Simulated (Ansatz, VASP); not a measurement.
## One calculation of Pb, two programs

```
Pb
1.0
     0.00000    2.46980    2.46980
     2.46980    0.00000    2.46980
     2.46980    2.46980    0.00000
Pb
1
Direct
  0.00000 0.00000 0.00000
```

Alike in both runs: task single point; functional PBE; k mesh 13 × 13 × 13; occupations fermi-dirac, width 0.08 eV; non-collinear spin, spin-orbit coupling.

|  | VASP | Ansatz |
| --- | --- | --- |
| version | VASP 6.6.1 | Ansatz 0.2.0 |
| potentials or method | VASP PAW PBE potentials, release 64 (Pb_d), cutoff 520 eV | all-electron LAPW |

```csv
,VASP,Ansatz,Ansatz less VASP
pressure (GPa),2.9,2.9,+0.02
net moment per atom (μB),0.00,0.00,0.000
```

Ansatz ran all-electron here, and VASP with PAW potentials.
